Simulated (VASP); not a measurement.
# WSe2 in VASP: a series of runs

WSe2 is run at these levels: PBE; tasks: single point, relaxation of cell and atoms.

Everything below comes from runs of VASP 6.6.1. Logs are shortened: lines on timing, memory, paths and dates and some standing lists are left out, and cuts for length are marked.

### Step 1. The cell of the first run

The cell holds a slab with vacuum, 3 atoms: a = 3.320 Å, b = 3.320 Å, c = 16.654 Å, α = 90.00°, β = 90.00°, γ = 120.00°.

### Step 2. Single point, PBE

Input file INCAR:

```
PREC     = Accurate       # precision mode
ENCUT    = 520            # plane-wave cutoff, eV
EDIFF    = 1E-6           # SCF threshold, eV
ISMEAR   = 0              # smearing method
SIGMA    = 0.02           # smearing width, eV
LREAL    = False          # projectors in reciprocal space
LASPH    = True           # aspherical terms in the spheres
NELM     = 60             # most SCF steps
ALGO     = Normal         # electronic algorithm
ISIF     = 2              # what is computed and relaxed
LWAVE    = False          # write WAVECAR
LCHARG   = False          # write CHGCAR
GGA      = PE             # functional
NBANDS   = 20             # bands
```

Input file KPOINTS:

```
regular mesh
0
Gamma
  12 12 2
```

Input file POSCAR:

```
WSe2
1.0
    3.3200828448      0.0000000000      0.0000000000
   -1.6600414224      2.8752760862      0.0000000000
    0.0000000000      0.0000000000     16.6542363175
W Se
1 2
Direct
    0.0000000000      0.0000000000      0.0000000000
    0.3333333333      0.6666666667      0.1007757773
    0.3333333333      0.6666666667      0.8992242227
```

Potentials or basis: VASP PAW PBE potentials, release 64 (W_sv, Se).

Command:

```sh
$ cat potpaw_PBE.64/W_sv/POTCAR potpaw_PBE.64/Se/POTCAR > POTCAR
$ mpirun -np 1 vasp_std > vasp.out
```

OUTCAR:

```text
PREC = Accurate
   ENCUT = 520
   EDIFF = 1E-6
   ISMEAR = 0
   LREAL = False
   LASPH = True
   NELM = 60
   ISIF = 2
   GGA = PE

 ion  position               nearest neighbor table
   1  0.000  0.000  0.000-   2 2.55   3 2.55   2 2.55   3 2.55   2 2.55   3 2.55
   2  0.333  0.667  0.101-   1 2.55   1 2.55   1 2.55
   3  0.333  0.667  0.899-   1 2.55   1 2.55   1 2.55

  LATTYP: Found a hexagonal cell.
 ALAT       =     3.3200828448
 C/A-ratio  =     5.0162110694

  Lattice vectors:

 A1 = (   3.3200828448,   0.0000000000,   0.0000000000)
 A2 = (  -1.6600414224,   2.8752760862,   0.0000000000)
 A3 = (   0.0000000000,   0.0000000000,  16.6542363175)

Analysis of symmetry for initial positions (statically):
=====================================================================
 Subroutine PRICEL returns:
 Original cell was already a primitive cell.

 Routine SETGRP: Setting up the symmetry group for a
 hexagonal supercell.

 Subroutine GETGRP returns: Found 12 space group operations
 (whereof 12 operations were pure point group operations)
 out of a pool of 24 trial point group operations.

The static configuration has the point symmetry D_3h.

Analysis of symmetry for dynamics (positions and initial velocities):
=====================================================================
 Subroutine PRICEL returns:
 Original cell was already a primitive cell.

 Routine SETGRP: Setting up the symmetry group for a
 hexagonal supercell.

 Subroutine GETGRP returns: Found 12 space group operations
 (whereof 12 operations were pure point group operations)
 out of a pool of 24 trial point group operations.

The dynamic configuration has the point symmetry D_3h.

 Subroutine INISYM returns: Found 12 space group operations
 (whereof 12 operations are pure point group operations),
 and found     1 'primitive' translations

----------------------------------------------------------------------------------------

                                     Primitive cell

  volume of cell :     158.9839

  direct lattice vectors                    reciprocal lattice vectors
     3.320082845  0.000000000  0.000000000     0.301197303  0.173896344  0.000000000
    -1.660041422  2.875276086  0.000000000     0.000000000  0.347792688  0.000000000
     0.000000000  0.000000000 16.654236318     0.000000000  0.000000000  0.060044783

  length of vectors
     3.320082845  3.320082845 16.654236318     0.347792688  0.347792688  0.060044783

  position of ions in fractional coordinates (direct lattice)
     0.000000000  0.000000000  0.000000000
     0.333333333  0.666666667  0.100775777
     0.333333333  0.666666667  0.899224223

  ion indices of the primitive-cell ions
   primitive index   ion index
                 1           1
                 2           2
                 3           3

----------------------------------------------------------------------------------------

 KPOINTS: regular mesh

Automatic generation of k-mesh.
 Grid dimensions read from file:
 generate k-points for:   12   12    2

 Generating k-lattice:

  Cartesian coordinates                     Fractional coordinates (reciprocal lattice)
     0.025099775  0.014491362  0.000000000     0.083333333 -0.000000000  0.000000000
     0.000000000  0.028982724  0.000000000     0.000000000  0.083333333  0.000000000
     0.000000000  0.000000000  0.030022391     0.000000000  0.000000000  0.500000000

  Length of vectors
     0.028982724  0.028982724  0.030022391

  Shift w.r.t. Gamma in fractional coordinates (k-lattice)
     0.000000000  0.000000000  0.000000000

 Subroutine IBZKPT returns following result:
 ===========================================

 Found     38 irreducible k-points:

 Following reciprocal coordinates:
            Coordinates               Weight
  0.000000  0.000000  0.000000      1.000000
  0.083333  0.000000  0.000000      6.000000
  0.166667  0.000000  0.000000      6.000000
  0.250000  0.000000  0.000000      6.000000
  0.333333  0.000000  0.000000      6.000000
  0.416667  0.000000  0.000000      6.000000
[... 16 lines left out ...]
  0.250000  0.000000  0.500000      6.000000
  0.333333  0.000000  0.500000      6.000000
 [... further k-points ...]
   k-points           NKPTS =     38   k-points in BZ     NKDIM =     38   number of bands    NBANDS=     20
   number of dos      NEDOS =    301   number of ions     NIONS =      3
   total plane-waves  NPLWV =  98784
   dimension x,y,z NGX =    28 NGY =   28 NGZ =  126
   dimension x,y,z NGXF=    56 NGYF=   56 NGZF=  252
   ions per type =               1   2
   NGX,Y,Z   is equivalent  to a cutoff of  14.02, 14.02, 12.58 a.u.
   NGXF,Y,Z  is equivalent  to a cutoff of  28.04, 28.04, 25.16 a.u.
 SYSTEM =  unknown system
   PREC   = accura    normal or accurate (medium, high low for compatibility)
   ISTART =      0    job   : 0-new  1-cont  2-samecut
   ICHARG =      2    charge: 1-file 2-atom 10-const
   ISPIN  =      1    spin polarized calculation?
   LNONCOLLINEAR =      F non collinear calculations
   LSORBIT =      F    spin-orbit coupling
   LASPH  =      T    aspherical Exc in radial PAW
   ENCUT  =  520.0 eV  38.22 Ry    6.18 a.u.   6.17  6.17 30.97*2*pi/ulx,y,z
   NELM   =     60;   NELMIN=  2; NELMDL= -5     # of ELM steps
   EDIFF  = 0.1E-05   stopping-criterion for ELM
   LREAL  =      F    real-space projection
   EDIFFG = 0.1E-04   stopping-criterion for IOM
   NSW    =      0    number of steps for IOM
   IBRION =     -1    ionic relax: 0-MD 1-quasi-New 2-CG
   NFREE  =      0    steps in history (QN), initial steepest desc. (CG)
   ISIF   =      2    stress and relaxation
   ISYM   =      2    0-nonsym 1-usesym 2-fastsym
   POTIM  = 0.5000    time-step for ionic-motion
   TEBEG  =    0.0;   TEEND  =   0.0 temperature during run
   PSTRESS=    0.0 pullay stress
   NELECT =      26.0000    total number of electrons
   NUPDOWN=      -1.0000    fix difference up-down
   EMIN   =  10.00;   EMAX   =-10.00  energy-range for DOS
   EFERMI =   0.00;   METHOD = LEGACY
   ISMEAR =     0;   SIGMA  =   0.02  broadening in eV -4-tet -1-fermi 0-gaus
   EFERMI_NEDOS =   21; number of points for ismear=-14 and -15
   IALGO  =     38    algorithm
   IMIX   =      4    mixing-type and parameters
     AMIX     =   0.40;   BMIX     =  1.00
     AMIX_MAG =   1.60;   BMIX_MAG =  1.00
  volume/ion in A,a.u.               =      52.99       357.63
  Fermi-wavevector in a.u.,A,eV,Ry     =   0.895258  1.691792 10.904891  0.801487
  Thomas-Fermi vector in A             =   2.017567
   LORBIT       =      0    0 simple, 1 ext, 2 COOP (PROOUT), +10 PAW based schemes
   GGA     = PE    functional components
   LHFCALC =     F    Hartree Fock is set to
   AEXX    =    0.0000 exact exchange contribution
   IVDW    =     0    specifies the selected vdW correction
   LEPSILON=     F    determine dielectric tensor
   LRPA    =     F    only Hartree local field effects (RPA)
 non-spin polarized calculation
 Gauss-broadening in eV      SIGMA  =   0.02
  energy-cutoff  :      520.00
  volume of cell :      158.98
 maximum number of plane-waves:      4304
 NGX is ok and might be reduce to    28
   NGX = 13   NGY = 13   NGZ = 61

 number of electron      26.0000001 magnetization

 Free energy of the ion-electron system (eV)
  ---------------------------------------------------
  ext. energy  EPLUGINS =         0.00000000
  ---------------------------------------------------
  free energy    TOTEN  =       -21.62323617 eV

  energy without entropy =      -21.62323617  energy(sigma->0) =      -21.62323617

 E-fermi :  -0.7651     XC(G=0):  -4.7865

 val. band max:       -0.8634425216   @ k =   0.3333   0.3333   0.0000
 cond. band min:       0.6843401437   @ k =   0.3333   0.3333   0.5000
 fundamental gap:      1.5477826653
 Fermi energy:        -0.7651037268

 k-point     1 :       0.0000    0.0000    0.0000
  band No.  band energies     occupation
      1     -74.9451      2.00000
      2     -39.1644      2.00000
      3     -39.0623      2.00000
      4     -39.0623      2.00000
      5     -15.5536      2.00000
      6     -14.3187      2.00000
[... 12 lines left out ...]
     19       4.0283      0.00000
     20       4.2845      0.00000

 k-point     2 :       0.0833    0.0000    0.0000
  band No.  band energies     occupation
      1     -74.9446      2.00000
      2     -39.1617      2.00000
      3     -39.0764      2.00000
      4     -39.0656      2.00000
      5     -15.4530      2.00000
      6     -14.2682      2.00000
[... 12 lines left out ...]
     19       4.1682      0.00000
     20       4.6336      0.00000

 k-point     3 :       0.1667    0.0000    0.0000
  band No.  band energies     occupation
      1     -74.9429      2.00000
      2     -39.1544      2.00000
      3     -39.1149      2.00000
      4     -39.0747      2.00000
      5     -15.1647      2.00000
      6     -14.1239      2.00000
[... 12 lines left out ...]
     19       4.5523      0.00000
     20       5.3067      0.00000

 k-point     4 :       0.2500    0.0000    0.0000
  band No.  band energies     occupation
      1     -74.9407      2.00000
      2     -39.1670      2.00000
      3     -39.1444      2.00000
      4     -39.0871      2.00000
      5     -14.7319      2.00000
      6     -13.9097      2.00000
[... 12 lines left out ...]
     19       5.1324      0.00000
     20       5.7633      0.00000

 k-point     5 :       0.3333    0.0000    0.0000
  band No.  band energies     occupation
      1     -74.9385      2.00000
      2     -39.2187      2.00000
      3     -39.1345      2.00000
      4     -39.0994      2.00000
      5     -14.2363      2.00000
      6     -13.6706      2.00000
[... 12 lines left out ...]
     19       5.5775      0.00000
     20       5.7834      0.00000
[... 353 lines left out ...]
      6     -14.2682      2.00000
[... 12 lines left out ...]
     19       3.8921      0.00000
     20       4.9714      0.00000

 k-point    22 :       0.1667    0.0000    0.5000
  band No.  band energies     occupation
      1     -74.9429      2.00000
      2     -39.1544      2.00000
      3     -39.1149      2.00000
      4     -39.0747      2.00000
      5     -15.1648      2.00000
      6     -14.1239      2.00000
[... 12 lines left out ...]
     19       4.2773      0.00000
     20       5.8733      0.00000

 k-point    23 :       0.2500    0.0000    0.5000
  band No.  band energies     occupation
      1     -74.9407      2.00000
      2     -39.1670      2.00000
      3     -39.1444      2.00000
      4     -39.0871      2.00000
      5     -14.7319      2.00000
      6     -13.9097      2.00000
[... 12 lines left out ...]
     19       4.8813      0.00000
     20       6.1374      0.00000

 k-point    24 :       0.3333    0.0000    0.5000
  band No.  band energies     occupation
      1     -74.9385      2.00000
      2     -39.2187      2.00000
      3     -39.1345      2.00000
      4     -39.0994      2.00000
      5     -14.2363      2.00000
      6     -13.6706      2.00000
[... 12 lines left out ...]
     19       5.6230      0.00000
     20       5.6637      0.00000

 [... further k-points ...]
[... 5 lines left out ...]
  --------------------------------------------------------------------------------------
  -------------------------------------------------------------------------------------
  Total        0.0989382      0.0989382      0.1359513      0.0000000     -0.0000000      0.0000000
  in kB        0.9970601      0.9970601      1.3700638      0.0000000     -0.0000000      0.0000000
  external PRESSURE =       1.1213946 kB  Pullay stress =       0.0000000 kB

 VOLUME and BASIS-vectors are now :
 -----------------------------------------------------------------------------
  energy-cutoff  :      520.00
  volume of cell :      158.98
      direct lattice vectors                 reciprocal lattice vectors
     3.320082845  0.000000000  0.000000000     0.301197303  0.173896344  0.000000000
    -1.660041422  2.875276086  0.000000000     0.000000000  0.347792688  0.000000000
     0.000000000  0.000000000 16.654236318     0.000000000  0.000000000  0.060044783

 POSITION                                       TOTAL-FORCE (eV/Angst)
 -----------------------------------------------------------------------------------
      0.00000      0.00000      0.00000        -0.000000      0.000000     -0.000000
     -0.00000      1.91685      1.67834         0.000000     -0.000000      0.044070
     -0.00000      1.91685     14.97589         0.000000      0.000000     -0.044070
 -----------------------------------------------------------------------------------
    total drift:                                0.000000     -0.000000     -0.000000

  FREE ENERGIE OF THE ION-ELECTRON SYSTEM (eV)
  ---------------------------------------------------
  free  energy   TOTEN  =       -21.6232361745 eV

  energy  without entropy=      -21.6232361745  energy(sigma->0) =      -21.62323617
```

Run time: 90 s. Hardware: 1 thread of Intel Xeon 6975P-C (Granite Rapids), shared host; peak memory 0.35 GiB.

Results:

- Free energy: -21.6232 eV
- Largest force: 0.044 eV/Å
- Band gap on the k mesh: 1.55 eV, direct

Forces in eV/Å, atoms in the order of the input:
```
W    0.000  0.000  0.000
Se   0.000  0.000  0.044
Se   0.000  0.000 -0.044
```

Caveat: spin-orbit coupling is left out, which moves the levels of the heavy elements.

### Step 3. Relaxation of cell and atoms, PBE

Input file INCAR:

```
PREC = Accurate
ENCUT = 600
EDIFF = 1E-6
ISMEAR = 0
SIGMA = 0.02
LREAL = False
LASPH = True
NELM = 80
ALGO = Normal
ISIF = 3
LWAVE = False
LCHARG = False
GGA = PE
IBRION = 2
NSW = 100
EDIFFG = -0.005
```

KPOINTS is that of step 2.

Input file POSCAR:

```
WSe2
1.0
    3.3179375931      0.0000000000      0.0000000000
   -1.6589687966      2.8734182438      0.0000000000
    0.0000000000      0.0000000000     16.6581424200
W Se
1 2
Direct
    0.0000000000      0.0000000000      0.0000000000
    0.3333333300      0.6666666700      0.0997865200
    0.3333333300      0.6666666700      0.9002134800
```

Potentials or basis: VASP PAW PBE potentials, release 64 (W_sv, Se).

Command:

```sh
$ cat potpaw_PBE.64/W_sv/POTCAR potpaw_PBE.64/Se/POTCAR > POTCAR
$ mpirun -np 1 vasp_std > vasp.out
```

Run time: 4.7 min. Hardware: 1 thread of Intel Xeon 6975P-C (Granite Rapids), shared host; peak memory 0.43 GiB.

Results (log left out):

- Free energy: -21.6237 eV
- Relaxed cell: a = 3.322 Å, b = 3.322 Å, c = 16.771 Å, α = 90.00°, β = 90.00°, γ = 120.00°
- Space group after relaxing (to 0.05 Å): P-6m2 (No. 187)
- Energy gained by relaxing: 2.2 meV/atom
- Ionic steps: 7
- Band gap on the k mesh: 1.55 eV, direct

Forces in eV/Å, atoms in the order of the input:
```
W    0.000  0.000  0.000
Se   0.000  0.000  0.003
Se   0.000  0.000 -0.003
```

The path:
| step | energy change (eV) | largest force (eV/Å) | pressure (GPa) | volume (Å³) |
| --- | --- | --- | --- | --- |
| 1 | 0.0000 | 0.3386 | 0.73 | 158.82 |
| 2 | 0.0207 | 0.6013 | -1.53 | 164.41 |
| 3 | -0.0064 | 0.0160 | -0.05 | 160.61 |
| 4 | -0.0064 | 0.0221 | -0.05 | 160.57 |
| 5 | -0.0066 | 0.0056 | 0.01 | 160.30 |
| 6 | -0.0066 | 0.0037 | 0.01 | 160.27 |
| 7 | -0.0066 | 0.0028 | 0.01 | 160.25 |

Final structure:
```xyz
3
Lattice="3.3216 0.0000 0.0000 -1.6608 2.8766 0.0000 0.0000 0.0000 16.7714" Properties=species:S:1:pos:R:3 pbc="T T T"
W    -1.6608    2.8766    0.0000
Se    0.0000    1.9177    1.6802
Se    0.0000    1.9177   15.0912
```

Levels at points of the mesh, in eV from the valence-band top:
```csv
k point,band 10,band 11,band 12,band 13,band 14,band 15,band 16,band 17
"(0.00, 0.00, 0.00)",-2.15,-1.23,-1.23,-0.32,2.89,2.89,3.06,3.06
"(0.50, 0.00, 0.00)",-2.96,-2.12,-0.98,-0.95,2.34,2.71,3.67,4.33
"(0.00, 0.00, 0.50)",-2.15,-1.23,-1.23,-0.32,2.89,2.89,3.06,3.06
"(0.50, 0.00, 0.50)",-2.96,-2.12,-0.98,-0.95,2.34,2.71,3.67,4.33
```

Caveat: spin-orbit coupling is left out, which moves the levels of the heavy elements.
